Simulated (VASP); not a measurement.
LiH:

```
Li H
1.0
     2.58927    0.00000    0.00000
     0.00000    2.58927    0.00000
     0.00000    0.00000    2.91724
Li H
1 1
Direct
  0.00000 0.00000 0.00000
  0.50000 0.50000 0.50000
```

```yaml
Program: VASP 6.6.1
Task: relaxation of cell and atoms
Functional: PBE
Potentials_or_basis: VASP PAW PBE potentials, release 64 (Li_sv, H)
Cutoff: 600 eV
k_mesh: 6 × 6 × 6
Occupations: gaussian, width 0.1 eV
Spin: no spin polarisation
```

At the start: pressure -5.2 GPa; volume 9.78 Å³/atom.

Problem. How do energy, volume and symmetry change on relaxing?

Solution. Over 8 steps the energy falls by 82.7 meV/atom and the volume is 7.93 Å³/atom (-18.9 %); space group Pm-3m (No. 221, to 0.05 Å).

The path:
| step | energy change (eV) | largest force (eV/Å) | pressure (GPa) | volume (Å³) |
| --- | --- | --- | --- | --- |
| 1 | 0.0000 | 0.0000 | -5.15 | 19.56 |
| 2 | -0.0908 | 0.0000 | -4.50 | 18.66 |
| 3 | -0.1401 | 0.0000 | -3.57 | 17.79 |
| 4 | -0.0776 | 0.0000 | -0.21 | 16.01 |
| 5 | -0.1470 | 0.0000 | -3.00 | 17.39 |
| 6 | -0.1470 | 0.0000 | -2.93 | 17.34 |
| 7 | -0.1578 | 0.0000 | -1.98 | 16.74 |
| 8 | -0.1653 | 0.0000 | -0.26 | 15.86 |

Final structure:
```cif
data_structure
_symmetry_space_group_name_H-M 'P 1'
_symmetry_Int_Tables_number 1
_cell_length_a 2.5155
_cell_length_b 2.5155
_cell_length_c 2.5064
_cell_angle_alpha 90.000
_cell_angle_beta 90.000
_cell_angle_gamma 90.000
_cell_volume 15.86
loop_
_atom_site_label
_atom_site_type_symbol
_atom_site_fract_x
_atom_site_fract_y
_atom_site_fract_z
_atom_site_occupancy
Li1 Li 0.00000 0.00000 0.00000 1
H1 H 0.50000 0.50000 0.50000 1
```

Caveat: the cutoff is under 1.25 times the usual one of these potentials, so pressure, stress and relaxed cells hold a basis-set (Pulay) error; the volume moved by over 15 % at a fixed basis, so the end points are rough.
